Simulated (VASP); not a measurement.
# W4N (P1) in VASP: single point with PBE

Aim: the single point of W4N with PBE.

Everything below comes from runs of VASP 6.6.1. Logs are shortened: lines on timing, memory, paths and dates and some standing lists are left out, and cuts for length are marked.

### Step 1. The cell of the first run

The typed cell holds 10 atoms: a = 4.532 Å, b = 4.560 Å, c = 8.601 Å, α = 91.74°, β = 90.81°, γ = 97.90°.

### Step 2. Single point, PBE

INCAR reads:

```
  PREC = Accurate
  ENCUT = 520
  EDIFF = 1E-6
  ISMEAR = 0
  SIGMA = 0.1
  LREAL = False
  LASPH = True
  NELM = 80
  ALGO = Normal
  ISIF = 2
  LWAVE = False
  LCHARG = False
  GGA = PE
  NBANDS = 72
```

KPOINTS reads:

```
Automatic mesh
0
Gamma
  4 4 2
```

POSCAR reads:

```
W4N
1.0
    4.5316129585      0.0000000000      0.0000000000
   -0.6268373607      4.5162661771      0.0000000000
   -0.1213596719     -0.2807314462      8.5952999033
W N
8 2
Direct
    0.3273512221      0.4033420238      0.6689274622
    0.4268820207      0.4346029951      0.3209964975
    0.8436300342      0.6438739438      0.5326270409
    0.5434282359      0.3321309876      0.9943248862
    0.9731243517      0.6656580919      0.8573366314
    0.9505188143      0.5447454505      0.1776626212
    0.5489974053      0.9084536650      0.7614247413
    0.6855030234      0.9557080447      0.2672921375
    0.8353313883      0.0634794163      0.9314198574
    0.8652335040      0.0480053815      0.4879881245
```

Potentials or basis: VASP PAW PBE potentials, release 64 (W_sv, N).

Run with:

```console
> cat potpaw_PBE.64/W_sv/POTCAR potpaw_PBE.64/N/POTCAR > POTCAR
> mpirun -np 1 vasp_std > vasp.out
```

OUTCAR:

```text
PREC = Accurate
   ENCUT = 520
   EDIFF = 1E-6
   ISMEAR = 0
   LREAL = False
   LASPH = True
   NELM = 80
   ISIF = 2
   GGA = PE

 ion  position               nearest neighbor table
   1  0.327  0.403  0.669-   7 2.49   5 2.67   7 2.73   3 2.74   3 2.84   4 2.99   2 3.04   5 3.38

   2  0.427  0.435  0.321-   8 2.56   6 2.59   8 2.65   3 2.66   6 2.68   4 2.90   1 3.04   3 3.45

   3  0.844  0.644  0.533-  10 1.88   2 2.66   7 2.74   1 2.74   1 2.84   5 2.84   8 2.86   6 3.13
                             2 3.45
   4  0.543  0.332  0.994-   9 1.99   6 2.48   5 2.62   7 2.74   2 2.90   1 2.99   8 3.06   7 3.35
                             6 3.37   5 3.39
   5  0.973  0.666  0.857-   9 2.08   7 2.49   4 2.62   1 2.67   6 2.83   7 2.84   3 2.84   1 3.38
                             4 3.39
   6  0.951  0.545  0.178-   8 2.47   4 2.48   2 2.59   2 2.68   5 2.83   8 2.92   3 3.13   4 3.37

   7  0.549  0.908  0.761-   9 1.99   1 2.49   5 2.49   1 2.73   3 2.74   4 2.74   5 2.84   4 3.35

   8  0.686  0.956  0.267-  10 2.06   6 2.47   2 2.56   2 2.65   3 2.86   6 2.92   4 3.06
   9  0.835  0.063  0.931-   7 1.99   4 1.99   5 2.08
  10  0.865  0.048  0.488-   3 1.88   8 2.06

  LATTYP: Found a triclinic cell.
 ALAT       =     4.5316129585
 B/A-ratio  =     1.5129517736
 C/A-ratio  =     3.1946526893
 COS(alpha) =     0.0013469446
 COS(beta)  =     0.5310650653
 COS(gamma) =     0.7523871288

  Lattice vectors:

 A1 = (  -4.5316129585,   0.0000000000,   0.0000000000)
 A2 = (  -5.1584503192,   4.5162661771,   0.0000000000)
 A3 = (  -7.6881915237,  -8.7518009080,  -8.5952999033)

Analysis of symmetry for initial positions (statically):
=====================================================================
 Subroutine PRICEL returns:
 Original cell was already a primitive cell.

 Routine SETGRP: Setting up the symmetry group for a
 triclinic supercell.

 Subroutine GETGRP returns: Found  1 space group operations
 (whereof  1 operations were pure point group operations)
 out of a pool of  2 trial point group operations.

The static configuration has the point symmetry C_1 .

Analysis of symmetry for dynamics (positions and initial velocities):
=====================================================================
 Subroutine PRICEL returns:
 Original cell was already a primitive cell.

 Routine SETGRP: Setting up the symmetry group for a
 triclinic supercell.

 Subroutine GETGRP returns: Found  1 space group operations
 (whereof  1 operations were pure point group operations)
 out of a pool of  2 trial point group operations.

The dynamic configuration has the point symmetry C_1 .

 Subroutine INISYM returns: Found  1 space group operations
 (whereof  1 operations are pure point group operations),
 and found     1 'primitive' translations

----------------------------------------------------------------------------------------

                                     Primitive cell

  volume of cell :     175.9112

  direct lattice vectors                    reciprocal lattice vectors
     4.531612959  0.000000000  0.000000000     0.220671979  0.030628275  0.004116087
    -0.626837361  4.516266177  0.000000000     0.000000000  0.221421847  0.007231868
    -0.121359672 -0.280731446  8.595299903     0.000000000  0.000000000  0.116342654

  length of vectors
     4.531612959  4.559559766  8.600739430     0.222825393  0.221539916  0.116342654

  position of ions in fractional coordinates (direct lattice)
     0.327351222  0.403342024  0.668927462
     0.426882021  0.434602995  0.320996497
     0.843630034  0.643873944  0.532627041
     0.543428236  0.332130988  0.994324886
     0.973124352  0.665658092  0.857336631
     0.950518814  0.544745451  0.177662621
     0.548997405  0.908453665  0.761424741
     0.685503023  0.955708045  0.267292138
     0.835331388  0.063479416  0.931419857
     0.865233504  0.048005381  0.487988124

  ion indices of the primitive-cell ions
   primitive index   ion index
                 1           1
                 2           2
                 3           3
                 4           4
                 5           5
                 6           6
                 7           7
                 8           8
                 9           9
                10          10

----------------------------------------------------------------------------------------

 KPOINTS: Automatic mesh

Automatic generation of k-mesh.
 Grid dimensions read from file:
 generate k-points for:    4    4    2

 Generating k-lattice:

  Cartesian coordinates                     Fractional coordinates (reciprocal lattice)
     0.055167995  0.007657069  0.001029022     0.250000000 -0.000000000  0.000000000
     0.000000000  0.055355462  0.001807967     0.000000000  0.250000000  0.000000000
     0.000000000  0.000000000  0.058171327     0.000000000  0.000000000  0.500000000

  Length of vectors
     0.055706348  0.055384979  0.058171327

  Shift w.r.t. Gamma in fractional coordinates (k-lattice)
     0.000000000  0.000000000  0.000000000

 Subroutine IBZKPT returns following result:
 ===========================================

 Found     20 irreducible k-points:

 Following reciprocal coordinates:
            Coordinates               Weight
  0.000000  0.000000  0.000000      1.000000
  0.250000  0.000000 -0.000000      2.000000
  0.500000  0.000000 -0.000000      1.000000
  0.000000  0.250000 -0.000000      2.000000
  0.250000  0.250000  0.000000      2.000000
  0.500000  0.250000 -0.000000      2.000000
[... 12 lines left out ...]
  0.250000  0.500000  0.500000      2.000000
  0.500000  0.500000  0.500000      1.000000
   k-points           NKPTS =     20   k-points in BZ     NKDIM =     20   number of bands    NBANDS=     72
   number of dos      NEDOS =    301   number of ions     NIONS =     10
   total plane-waves  NPLWV =  82944
   dimension x,y,z NGX =    36 NGY =   36 NGZ =   64
   dimension x,y,z NGXF=    72 NGYF=   72 NGZF=  128
   ions per type =               8   2
   NGX,Y,Z   is equivalent  to a cutoff of  13.21, 13.13, 12.37 a.u.
   NGXF,Y,Z  is equivalent  to a cutoff of  26.41, 26.25, 24.74 a.u.
 SYSTEM =  unknown system
   PREC   = accura    normal or accurate (medium, high low for compatibility)
   ISTART =      0    job   : 0-new  1-cont  2-samecut
   ICHARG =      2    charge: 1-file 2-atom 10-const
   ISPIN  =      1    spin polarized calculation?
   LNONCOLLINEAR =      F non collinear calculations
   LSORBIT =      F    spin-orbit coupling
   LASPH  =      T    aspherical Exc in radial PAW
   ENCUT  =  520.0 eV  38.22 Ry    6.18 a.u.   8.43  8.48 15.99*2*pi/ulx,y,z
   NELM   =     80;   NELMIN=  2; NELMDL= -5     # of ELM steps
   EDIFF  = 0.1E-05   stopping-criterion for ELM
   LREAL  =      F    real-space projection
[... 7 lines left out ...]
   TEBEG  =    0.0;   TEEND  =   0.0 temperature during run
   PSTRESS=    0.0 pullay stress
   NELECT =     122.0000    total number of electrons
   NUPDOWN=      -1.0000    fix difference up-down
   EMIN   =  10.00;   EMAX   =-10.00  energy-range for DOS
   EFERMI =   0.00;   METHOD = LEGACY
   ISMEAR =     0;   SIGMA  =   0.10  broadening in eV -4-tet -1-fermi 0-gaus
   EFERMI_NEDOS =   21; number of points for ismear=-14 and -15
   IALGO  =     38    algorithm
   IMIX   =      4    mixing-type and parameters
     AMIX     =   0.40;   BMIX     =  1.00
     AMIX_MAG =   1.60;   BMIX_MAG =  1.00
  volume/ion in A,a.u.               =      17.59       118.71
  Fermi-wavevector in a.u.,A,eV,Ry     =   1.449095  2.738393 28.570568  2.099878
  Thomas-Fermi vector in A             =   2.566861
   LORBIT       =      0    0 simple, 1 ext, 2 COOP (PROOUT), +10 PAW based schemes
   GGA     = PE    functional components
   LHFCALC =     F    Hartree Fock is set to
   AEXX    =    0.0000 exact exchange contribution
   IVDW    =     0    specifies the selected vdW correction
   LEPSILON=     F    determine dielectric tensor
   LRPA    =     F    only Hartree local field effects (RPA)
 non-spin polarized calculation
 Gauss-broadening in eV      SIGMA  =   0.10
  energy-cutoff  :      520.00
  volume of cell :      175.91
 maximum number of plane-waves:      4755
 NGX is ok and might be reduce to    36
   NGX = 17   NGY = 17   NGZ = 31

 number of electron     122.0000000 magnetization

 Free energy of the ion-electron system (eV)
  ---------------------------------------------------
  ext. energy  EPLUGINS =         0.00000000
  ---------------------------------------------------
  free energy    TOTEN  =      -108.28225947 eV

  energy without entropy =     -108.23848282  energy(sigma->0) =     -108.26037115

 E-fermi :   7.9536     XC(G=0): -12.0024

 val. band max:        7.9483498914   @ k =   0.0000   0.5000  -0.0000
 cond. band min:       7.9689840969   @ k =   0.2500   0.0000  -0.0000
 fundamental gap:      0.0206342055
 Fermi energy:         7.9535921666

 k-point     1 :       0.0000    0.0000    0.0000
  band No.  band energies     occupation
      1     -66.2930      2.00000
      2     -66.2584      2.00000
      3     -66.2037      2.00000
      4     -66.1839      2.00000
      5     -65.9501      2.00000
      6     -65.7109      2.00000
[... 64 lines left out ...]
     71      10.0026      0.00000
     72      10.1996      0.00000

 k-point     2 :       0.2500    0.0000   -0.0000
  band No.  band energies     occupation
      1     -66.2913      2.00000
      2     -66.2559      2.00000
      3     -66.2031      2.00000
      4     -66.1837      2.00000
      5     -65.9545      2.00000
      6     -65.7016      2.00000
[... 1342 lines left out ...]
 k-point    20 :       0.5000    0.5000    0.5000
  band No.  band energies     occupation
      1     -66.2885      2.00000
      2     -66.2502      2.00000
      3     -66.2033      2.00000
      4     -66.1795      2.00000
      5     -65.9491      2.00000
      6     -65.6867      2.00000
[... 64 lines left out ...]
     71      10.0206      0.00000
     72      10.3804      0.00000

------------------------ aborting loop because EDIFF is reached ----------------------------------------

  FORCE on cell =-STRESS in cart. coord.  units (eV):
  Direction    XX          YY          ZZ          XY          YZ          ZX
  --------------------------------------------------------------------------------------
  -------------------------------------------------------------------------------------
  Total       -0.1934622     -0.8899466     -1.0492076     -5.1409969     -0.1395083      1.8432798
  in kB       -1.7620299     -8.1055256     -9.5560544    -46.8235727     -1.2706249     16.7883679
  external PRESSURE =      -6.4745366 kB  Pullay stress =       0.0000000 kB

 VOLUME and BASIS-vectors are now :
 -----------------------------------------------------------------------------
  energy-cutoff  :      520.00
  volume of cell :      175.91
      direct lattice vectors                 reciprocal lattice vectors
     4.531612959  0.000000000  0.000000000     0.220671979  0.030628275  0.004116087
    -0.626837361  4.516266177  0.000000000     0.000000000  0.221421847  0.007231868
    -0.121359672 -0.280731446  8.595299903     0.000000000  0.000000000  0.116342654

 POSITION                                       TOTAL-FORCE (eV/Angst)
 -----------------------------------------------------------------------------------
      1.14942      1.63381      5.74963        -0.133239     -1.682804     -0.724431
      1.62308      1.87267      2.75906        -1.658840     -0.452932      0.963986
      3.35476      2.75838      4.57809         0.942304     -0.679856     -0.607404
      2.13374      1.22085      8.54652        -1.299770      0.217053     -0.045955
      3.88852      2.76561      7.36907         1.345334      0.287993      1.559287
      3.94436      2.41034      1.52706         1.909314      0.238006     -0.110054
      1.82598      3.88906      6.54467        -1.528700      1.300905     -1.750991
      2.47492      4.24119      2.29746         0.163785      1.076088      0.537487
      3.63257      0.02521      8.00583         0.373182     -0.683294      0.375562
      3.83159      0.07981      4.19440        -0.113370      0.378841     -0.197485
 -----------------------------------------------------------------------------------
    total drift:                               -0.000037      0.000189     -0.000170

  FREE ENERGIE OF THE ION-ELECTRON SYSTEM (eV)
  ---------------------------------------------------
  free  energy   TOTEN  =      -108.2822594664 eV

  energy  without entropy=     -108.2384828245  energy(sigma->0) =     -108.26037115
```

Run time: 6.1 min. Hardware: 1 thread of AMD EPYC 7R13, shared host; peak memory 0.37 GiB.

Results:

- Free energy: -108.2823 eV
- Pressure: -0.6 GPa
- Largest force: 2.664 eV/Å
- Band gap on the k mesh: zero (bands 61 and 62 overlap by 0.24 eV)

Forces on the atoms (eV/Å):
```
W   -0.133 -1.683 -0.724
W   -1.659 -0.453  0.964
W    0.942 -0.680 -0.607
W   -1.300  0.217 -0.046
W    1.345  0.288  1.559
W    1.909  0.238 -0.110
W   -1.529  1.301 -1.751
W    0.164  1.076  0.537
N    0.373 -0.683  0.376
N   -0.113  0.379 -0.197
```

Caveat: the k points lie up to 0.37 Å⁻¹ apart; spin-orbit coupling is left out, which moves the levels of the heavy elements; forces of over 1 eV/Å act on the atoms, so gaps and moduli don't describe the material at rest.

The gap in the log of VASP goes by the Fermi energy; the results here count the filled bands.